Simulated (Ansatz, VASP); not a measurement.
Two plane-wave programs on Ga3Cl2

```
CELL_PARAMETERS angstrom
4.37541 0.00000 0.00000
-2.18770 3.78921 0.00000
0.00000 0.00000 8.76182
ATOMIC_POSITIONS crystal
Ga 0.00000 0.00000 0.00000
Ga 0.33333 0.66667 0.47053
Ga 0.66667 0.33333 0.52947
Cl 0.33333 0.66667 0.19323
Cl 0.66667 0.33333 0.80677
```

Alike in both runs: functional PBE; k mesh 12 × 12 × 4; occupations gaussian, width 0.1 eV; no spin polarisation.

Ansatz relaxed the structure, and its values are those at the end. VASP's run is a single point on that final structure, the one shown.

|  | VASP | Ansatz |
| --- | --- | --- |
| version | VASP 6.6.1 | Ansatz 0.2.0 |
| potentials or method | VASP PAW PBE potentials, release 64 (Ga_d, Cl), cutoff 520 eV | scalar-relativistic, plane waves, PAW |
| valence electrons in the cell | 53 | 53 |

Ansatz gave:

- gap on the k mesh at the Fermi level (eV): none
- pressure (GPa): 0.0
- rms of the force components (eV/Å): 0.003

**Question.** What did VASP give for the same quantities?

**Answer.** gap on the k mesh at the Fermi level (eV): none; pressure (GPa): 0.0; rms of the force components (eV/Å): 0.004.

A gap of «none» marks a metal or a gap that the smearing closes.
